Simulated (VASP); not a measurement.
The system is Cu.

```
Cu
1.0
    -0.00443    1.78843    1.83853
     1.82291   -0.01749    1.85160
     1.78282    1.76140    0.02260
Cu
1
Direct
  0.00000 0.00000 0.00000
```

```yaml
Program: VASP 6.6.1
Task: relaxation of cell and atoms
Functional: PBEsol
Potentials_or_basis: VASP PAW PBE potentials, release 64 (Cu)
Cutoff: 600 eV
k_mesh: 13 × 12 × 13
Occupations: fermi-dirac, width 0.05 eV
Spin: no spin polarisation
```

At the start: pressure -5.3 GPa; volume 11.81 Å³/atom.

Problem. How do energy, volume and symmetry change on relaxing?

Solution. Over 52 steps the energy falls by 11.3 meV/atom and the volume is 11.36 Å³/atom (-3.8 %); space group R-3m (No. 166, to 0.1 Å) before, Fm-3m (No. 225, to 0.1 Å).

The path:
| step | energy change (eV) | largest force (eV/Å) | pressure (GPa) | volume (Å³) |
| --- | --- | --- | --- | --- |
| 1 | 0.0000 | 0.0000 | -5.26 | 11.81 |
| 3 | -0.0100 | 0.0000 | 0.33 | 11.32 |
| 5 | -0.0105 | 0.0000 | -1.75 | 11.47 |
| 7 | -0.0107 | 0.0000 | -0.80 | 11.42 |
| 9 | -0.0112 | 0.0000 | -0.06 | 11.38 |
| 11 | -0.0113 | 0.0000 | -5.41 | 11.36 |
| 13 | -0.0112 | 0.0000 | -1.55 | 11.35 |
| 15 | -0.0112 | 0.0000 | 0.40 | 11.35 |
| 17 | -0.0112 | 0.0000 | -0.04 | 11.35 |
| 19 | -0.0112 | 0.0000 | 0.10 | 11.35 |
| 21 | -0.0112 | 0.0000 | 0.20 | 11.35 |
| 23 | -0.0112 | 0.0000 | 0.21 | 11.35 |
| 25 | -0.0112 | 0.0000 | 0.22 | 11.35 |
| 27 | -0.0112 | 0.0000 | 0.22 | 11.35 |
| 29 | -0.0112 | 0.0000 | 0.22 | 11.35 |
| 31 | -0.0112 | 0.0000 | 0.22 | 11.35 |
| 33 | -0.0112 | 0.0000 | -0.23 | 11.35 |
| 35 | -0.0112 | 0.0000 | -0.09 | 11.35 |
| 37 | -0.0113 | 0.0000 | 0.32 | 11.36 |
| 39 | -0.0113 | 0.0000 | -0.43 | 11.37 |
| 41 | -0.0113 | 0.0000 | -0.51 | 11.36 |
| 43 | -0.0113 | 0.0000 | 0.63 | 11.36 |
| 45 | -0.0113 | 0.0000 | -0.31 | 11.36 |
| 47 | -0.0113 | 0.0000 | 0.28 | 11.36 |
| 49 | -0.0113 | 0.0000 | 0.38 | 11.36 |
| 51 | -0.0113 | 0.0000 | 0.07 | 11.36 |
| 52 | -0.0113 | 0.0000 | -0.02 | 11.36 |

Final structure:
```
CELL_PARAMETERS angstrom
0.00214 1.77867 1.77898
1.79309 -0.00815 1.78912
1.78302 1.77899 0.00205
ATOMIC_POSITIONS crystal
Cu 0.00000 0.00000 0.00000
```

Caveat: the PAW data sets were made with another functional, which shifts forces and pressure a little.
